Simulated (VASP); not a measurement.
A run of VASP 6.6.1:

POSCAR

```
C
1.0
    0.9436570120      2.3591425301      2.3591425301
    2.3591425301      0.9436570120      2.3591425301
    2.3591425301      2.3591425301      0.9436570120
C
2
Direct
    0.5000000000      0.5000000000      0.5000000000
    0.7500000000      0.7500000000      0.7500000000
```

INCAR.step1

```
PREC = Accurate
ENCUT = 520
ISMEAR = 0
SIGMA = 0.05
LREAL = F
LASPH = T
NELM = 60
NBANDS = 11
GGA = PE
ALGO = Normal
EDIFF = 1E-4
LWAVE = T
LCHARG = F
```

Contents of INCAR.step2:

```
PREC = Accurate
ENCUT = 520
EDIFF = 1E-6
ISMEAR = 0
SIGMA = 0.05
LREAL = F
LASPH = T
NELM = 60
ALGO = Normal
ISIF = 2
LWAVE = F
LCHARG = F
METAGGA = R2SCAN
LMIXTAU = T
NBANDS = 11
ISTART = 1
```

File KPOINTS:

```
regular mesh
0
Gamma
  12 12 12
```

Potentials or basis: VASP PAW PBE potentials, release 64 (C).

Launch:

```sh
$ cat potpaw_PBE.64/C/POTCAR > POTCAR
$ cp INCAR.step1 INCAR
$ mpirun -np 1 vasp_std > vasp.out
$ cp INCAR.step2 INCAR
$ mpirun -np 1 vasp_std > vasp.out
```

Hardware: 1 thread of Intel Xeon 8259CL, on a shared host.

Task: Estimate the wall time of this run.

Result: Wall time 5.9 min on 1 thread of Intel Xeon 8259CL, with other jobs on the host, peak memory 0.16 GiB. Counts: k points 189.
